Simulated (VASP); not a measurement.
# Al in VASP: relaxation of the atoms with RPBE

Aim: the relaxation of the atoms of Al with RPBE.

All numbers are computed with VASP 6.6.1; they aren't measurements. Logs are shortened: lines on timing, memory, paths and dates and some standing lists are left out, and cuts for length are marked.

## (1) The cell of the first run

The cell holds a slab with vacuum, 12 atoms: a = 4.980 Å, b = 4.980 Å, c = 24.043 Å, α = 90.00°, β = 90.00°, γ = 120.00°.

## (2) Relaxation of the atoms, RPBE

INCAR reads:

```
ALGO = Normal
DIPOL = 0.5 0.5 0.500
EDIFF = 1E-7
EDIFFG = -0.03
ENCUT = 520
GGA = RP
IBRION = 2
IDIPOL = 3
ISIF = 2
ISMEAR = 0
LASPH = T
LCHARG = F
LDIPOL = T
LREAL = F
LWAVE = F
NELM = 80
NSW = 90
PREC = Accurate
SIGMA = 0.1
```

KPOINTS reads:

```
k-points
0
Gamma
  6 6 1
```

POSCAR reads:

```
Al
1.0
    4.9800821382      0.0000000000      0.0000000000
   -2.4900410691      4.3128776446      0.0000000000
    0.0000000000      0.0000000000     24.0428997015
Al
12
Selective dynamics
Direct
    0.0000000000      0.3333333333      0.3535347277  F F F
    0.3333333333      0.0000000000      0.3535347277  F F F
    0.6666666667      0.6666666667      0.3535347277  F F F
    0.3333333333      0.3333333333      0.4511782426  F F F
    0.6666666667      0.0000000000      0.4511782426  F F F
    0.0000000000      0.6666666667      0.4511782426  F F F
    0.6666666667      0.3333333333      0.5488217574  T T T
    0.0000000000      0.0000000000      0.5488217574  T T T
    0.3333333333      0.6666666667      0.5488217574  T T T
    0.0000000000      0.3333333333      0.6464652723  T T T
    0.3333333333      0.0000000000      0.6464652723  T T T
    0.6666666667      0.6666666667      0.6464652723  T T T
```

Potentials or basis: VASP PAW PBE potentials, release 64 (Al).

Command:

```console
> cat potpaw_PBE.64/Al/POTCAR > POTCAR
> mpirun -np 1 vasp_std > vasp.out
```

OUTCAR:

```text
EDIFF = 1E-7
   EDIFFG = -0.03
   ENCUT = 520
   GGA = RP
   IBRION = 2
   ISIF = 2
   ISMEAR = 0
   LASPH = T
   LREAL = F
   NELM = 80
   NSW = 90
   PREC = Accurate

 ion  position               nearest neighbor table
   1  0.000  0.333  0.354-   3 2.88   2 2.88   2 2.88   3 2.88   3 2.88   2 2.88   5 2.88   4 2.88
                             6 2.88
   2  0.333  0.000  0.354-   1 2.88   3 2.88   1 2.88   3 2.88   1 2.88   3 2.88   4 2.88   6 2.88
                             5 2.88
   3  0.667  0.667  0.354-   1 2.88   2 2.88   2 2.88   2 2.88   1 2.88   1 2.88   5 2.88   6 2.88
                             4 2.88
   4  0.333  0.333  0.451-   8 2.88   9 2.88   7 2.88   6 2.88   5 2.88   5 2.88   6 2.88   6 2.88
                             5 2.88   2 2.88   1 2.88   3 2.88
   5  0.667  0.000  0.451-   7 2.88   8 2.88   9 2.88   6 2.88   4 2.88   6 2.88   4 2.88   4 2.88
                             6 2.88   3 2.88   1 2.88   2 2.88
   6  0.000  0.667  0.451-   8 2.88   9 2.88   7 2.88   4 2.88   5 2.88   5 2.88   4 2.88   5 2.88
                             4 2.88   2 2.88   3 2.88   1 2.88
   7  0.667  0.333  0.549-   5 2.88   6 2.88   4 2.88   9 2.88   8 2.88   9 2.88   8 2.88   8 2.88
                             9 2.88  10 2.88  11 2.88  12 2.88
   8  0.000  0.000  0.549-   4 2.88   6 2.88   5 2.88   7 2.88   9 2.88   9 2.88   7 2.88   7 2.88
                             9 2.88  10 2.88  12 2.88  11 2.88
   9  0.333  0.667  0.549-   6 2.88   5 2.88   4 2.88   7 2.88   8 2.88   7 2.88   8 2.88   8 2.88
[... 14 lines left out ...]
 A1 = (   4.9800821382,   0.0000000000,   0.0000000000)
 A2 = (  -2.4900410691,   4.3128776446,   0.0000000000)
 A3 = (   0.0000000000,   0.0000000000,  24.0428997015)

Analysis of symmetry for initial positions (statically):
=====================================================================
 Subroutine PRICEL returns following result:

  LATTYP: Found a hexagonal cell.
 ALAT       =     2.8752517628
 C/A-ratio  =     8.3620154634
[... 12 lines left out ...]
 Subroutine GETGRP returns: Found 12 space group operations
 (whereof  6 operations were pure point group operations)
 out of a pool of 24 trial point group operations.

The static configuration has the point symmetry C_3v.
 The point group associated with its full space group is D_3d.

Analysis of symmetry for dynamics (positions and initial velocities):
=====================================================================
 Subroutine PRICEL returns following result:

  LATTYP: Found a hexagonal cell.
 ALAT       =     2.8752517628
 C/A-ratio  =     8.3620154634
[... 12 lines left out ...]
 Subroutine GETGRP returns: Found 12 space group operations
 (whereof  6 operations were pure point group operations)
 out of a pool of 24 trial point group operations.

The dynamic configuration has the point symmetry C_3v.
 The point group associated with its full space group is D_3d.

Analysis of constrained symmetry for selective dynamics:
=====================================================================
 Subroutine PRICEL returns following result:

  LATTYP: Found a hexagonal cell.
 ALAT       =     2.8752517628
 C/A-ratio  =     8.3620154634
[... 12 lines left out ...]
 Subroutine GETGRP returns: Found  6 space group operations
 (whereof  6 operations were pure point group operations)
 out of a pool of 24 trial point group operations.

The constrained configuration has the point symmetry C_3v.

 Subroutine INISYM returns: Found  6 space group operations
 (whereof  6 operations are pure point group operations),
 and found     3 'primitive' translations

----------------------------------------------------------------------------------------

                                     Primitive cell

  volume of cell :     172.1350

  direct lattice vectors                    reciprocal lattice vectors
    -2.490041069 -1.437625882  0.000000000    -0.200799901 -0.347795631  0.000000000
     2.490041069 -1.437625881  0.000000000     0.200799901 -0.347795631  0.000000000
     0.000000000  0.000000000 24.042899701     0.000000000  0.000000000  0.041592321

  length of vectors
     2.875251763  2.875251763 24.042899701     0.401599802  0.401599802  0.041592321

  position of ions in fractional coordinates (direct lattice)
     0.666666667  0.333333333  0.353534728
     0.333333333  0.666666667  0.451178243
     0.000000000  0.000000000  0.548821757
[... 54 lines left out ...]
   ISTART =      0    job   : 0-new  1-cont  2-samecut
   ICHARG =      2    charge: 1-file 2-atom 10-const
   ISPIN  =      1    spin polarized calculation?
   LNONCOLLINEAR =      F non collinear calculations
   LSORBIT =      F    spin-orbit coupling
   LASPH  =      T    aspherical Exc in radial PAW
   ENCUT  =  520.0 eV  38.22 Ry    6.18 a.u.   9.26  9.26 44.70*2*pi/ulx,y,z
   NELM   =     80;   NELMIN=  2; NELMDL= -5     # of ELM steps
   EDIFF  = 0.1E-06   stopping-criterion for ELM
   LREAL  =      F    real-space projection
   EDIFFG = -.3E-01   stopping-criterion for IOM
   NSW    =     90    number of steps for IOM
   IBRION =      2    ionic relax: 0-MD 1-quasi-New 2-CG
   NFREE  =      1    steps in history (QN), initial steepest desc. (CG)
   ISIF   =      2    stress and relaxation
   ISYM   =      2    0-nonsym 1-usesym 2-fastsym
   POTIM  = 0.5000    time-step for ionic-motion
   TEBEG  =    0.0;   TEEND  =   0.0 temperature during run
   PSTRESS=    0.0 pullay stress
   NELECT =      36.0000    total number of electrons
   NUPDOWN=      -1.0000    fix difference up-down
   EMIN   =  10.00;   EMAX   =-10.00  energy-range for DOS
   EFERMI =   0.00;   METHOD = LEGACY
   ISMEAR =     0;   SIGMA  =   0.10  broadening in eV -4-tet -1-fermi 0-gaus
   EFERMI_NEDOS =   21; number of points for ismear=-14 and -15
   IALGO  =     38    algorithm
   IMIX   =      4    mixing-type and parameters
     AMIX     =   0.40;   BMIX     =  1.00
     AMIX_MAG =   1.60;   BMIX_MAG =  1.00
  volume/ion in A,a.u.               =      43.03       290.41
  Fermi-wavevector in a.u.,A,eV,Ry     =   0.673771  1.273242  6.176597  0.453967
  Thomas-Fermi vector in A             =   1.750290
   LORBIT       =      0    0 simple, 1 ext, 2 COOP (PROOUT), +10 PAW based schemes
   GGA     = RP    functional components
   LHFCALC =     F    Hartree Fock is set to
   AEXX    =    0.0000 exact exchange contribution
   IVDW    =     0    specifies the selected vdW correction
   LEPSILON=     F    determine dielectric tensor
   LRPA    =     F    only Hartree local field effects (RPA)
 conjugate gradient relaxation of ions
 non-spin polarized calculation
 Gauss-broadening in eV      SIGMA  =   0.10
  energy-cutoff  :      520.00
  volume of cell :      516.41
 maximum number of plane-waves:     13961
 NGX is ok and might be reduce to    40
   NGX = 19   NGY = 19   NGZ = 89

--------------------------------------- Ionic step        1  -------------------------------------------

 number of electron      36.0000000 magnetization

 Free energy of the ion-electron system (eV)
  ---------------------------------------------------
  ext. energy  EPLUGINS =         0.00000000
  ---------------------------------------------------
  free energy    TOTEN  =       -39.86992024 eV

  energy without entropy =      -39.83702249  energy(sigma->0) =      -39.85347137

------------------------ aborting loop because EDIFF is reached ----------------------------------------

  FORCE on cell =-STRESS in cart. coord.  units (eV):
  Direction    XX          YY          ZZ          XY          YZ          ZX
  --------------------------------------------------------------------------------------
  -------------------------------------------------------------------------------------
  Total       -1.8534600     -1.8534600     -2.7023233      0.0000000      0.0000000     -0.0000000
  in kB       -5.7504696     -5.7504696     -8.3841184      0.0000000      0.0000000     -0.0000000
  external PRESSURE =      -6.6283525 kB  Pullay stress =       0.0000000 kB
[... 173 lines left out ...]
 number of electron      36.0000000 magnetization

------------------------ aborting loop because EDIFF is reached ----------------------------------------

 vacuum level on the upper side and lower side of the slab       (xc-potential included)        -0.013         0.001

  FORCE on cell =-STRESS in cart. coord.  units (eV):
  Direction    XX          YY          ZZ          XY          YZ          ZX
  --------------------------------------------------------------------------------------
  -------------------------------------------------------------------------------------
  Total       -1.7282520     -1.7282520     -2.1201055      0.0000000      0.0000000     -0.0000000
  in kB       -5.3620043     -5.3620043     -6.5777532      0.0000000      0.0000000     -0.0000000
  external PRESSURE =      -5.7672539 kB  Pullay stress =       0.0000000 kB
[... 165 lines left out ...]
  FREE ENERGIE OF THE ION-ELECTRON SYSTEM (eV)
  ---------------------------------------------------
  free  energy   TOTEN  =       -39.9122119322 eV

  energy  without entropy=      -39.8942692724  energy(sigma->0) =      -39.90324060

 dipolmoment           0.000000      0.000000     -0.001529 electrons x Angstroem

--------------------------------------- Ionic step        9  -------------------------------------------

 number of electron      36.0000000 magnetization

 dipolmoment           0.000000      0.000000      0.000639 electrons x Angstroem

 Free energy of the ion-electron system (eV)
  ---------------------------------------------------
  ext. energy  EPLUGINS =         0.00000000
  ---------------------------------------------------
  free energy    TOTEN  =       -39.91262647 eV

  energy without entropy =      -39.89490799  energy(sigma->0) =      -39.90376723

 E-fermi :   0.7787     XC(G=0):  -4.7056

 val. band max:        0.7382974652   @ k =   0.1667  -0.0000   0.0000
 cond. band min:       0.8647569292   @ k =   0.3333   0.0000   0.0000
 fundamental gap:      0.1264594640
 Fermi energy:         0.7787326432

 k-point     1 :       0.0000    0.0000    0.0000
  band No.  band energies     occupation
      1     -10.0378      2.00000
      2      -8.9270      2.00000
      3      -7.3425      2.00000
      4      -5.0375      2.00000
      5      -2.6128      2.00000
      6      -2.3727      2.00000
[... 185 lines left out ...]
     24       2.7680      0.00000
     25       3.0060      0.00000

------------------------ aborting loop because EDIFF is reached ----------------------------------------

 vacuum level on the upper side and lower side of the slab       (xc-potential included)        -0.105        -0.103

  FORCE on cell =-STRESS in cart. coord.  units (eV):
  Direction    XX          YY          ZZ          XY          YZ          ZX
  --------------------------------------------------------------------------------------
  -------------------------------------------------------------------------------------
  Total       -1.5138668     -1.5138668     -0.2111156      0.0000000      0.0000000      0.0000000
  in kB       -4.6968615     -4.6968615     -0.6549986      0.0000000      0.0000000      0.0000000
  external PRESSURE =      -3.3495738 kB  Pullay stress =       0.0000000 kB
[... 27 lines left out ...]
  FREE ENERGIE OF THE ION-ELECTRON SYSTEM (eV)
  ---------------------------------------------------
  free  energy   TOTEN  =       -39.9126264667 eV

  energy  without entropy=      -39.8949079915  energy(sigma->0) =      -39.90376723

 reached required accuracy - stopping structural energy minimisation

 vacuum level on the upper side and lower side of the slab         4.576         4.583
```

It took 32 min on 1 thread of Oxide Virtual Turin-like, shared host; peak memory 0.61 GiB.

Results:

- Free energy: -39.9126 eV
- Energy gained by relaxing: 3.6 meV/atom
- Ionic steps: 9
- Band gap on the k mesh: zero (bands 18 and 19 overlap by 0.97 eV)

The path:
```csv
step,energy change (eV),largest force on free atoms (eV/Å),pressure (GPa)
1,0.0000,0.2429,-0.66
2,-0.0080,0.1901,-0.66
3,-0.0215,0.1403,-0.64
4,-0.0222,0.1604,-0.63
5,-0.0286,0.1381,-0.58
6,-0.0406,0.0619,-0.42
7,-0.0282,0.1192,-0.08
8,-0.0423,0.0431,-0.33
9,-0.0427,0.0105,-0.33
```

Final structure:
```
Al
1.0
     4.98008    0.00000    0.00000
    -2.49004    4.31288    0.00000
     0.00000    0.00000   24.04290
Al
12
Direct
  0.00000 0.33333 0.35353
  0.33333 0.00000 0.35353
  0.66667 0.66667 0.35353
  0.33333 0.33333 0.45118
  0.66667 0.00000 0.45118
  0.00000 0.66667 0.45118
  0.66667 0.33333 0.54525
  0.00000 0.00000 0.54525
  0.33333 0.66667 0.54525
  0.00000 0.33333 0.64241
  0.33333 0.00000 0.64241
  0.66667 0.66667 0.64241
```

Levels at points of the mesh, in eV from the Fermi level:
```
           k point  band 14  band 15  band 16  band 17  band 18  band 19  band 20  band 21  band 22  band 23
(0.00, 0.00, 0.00)    -2.13    -2.13    -1.99    -1.99    -0.72    -0.72    -0.72    -0.72    -0.43     0.29
(0.50, 0.00, 0.00)    -2.02    -1.54    -1.54    -0.10     0.10     1.24     1.24     2.04     2.39     2.39
```

Caveat: the PAW data sets were made with another functional, which shifts forces and pressure a little.

The gap in the log of VASP goes by the Fermi energy; the results here count the filled bands.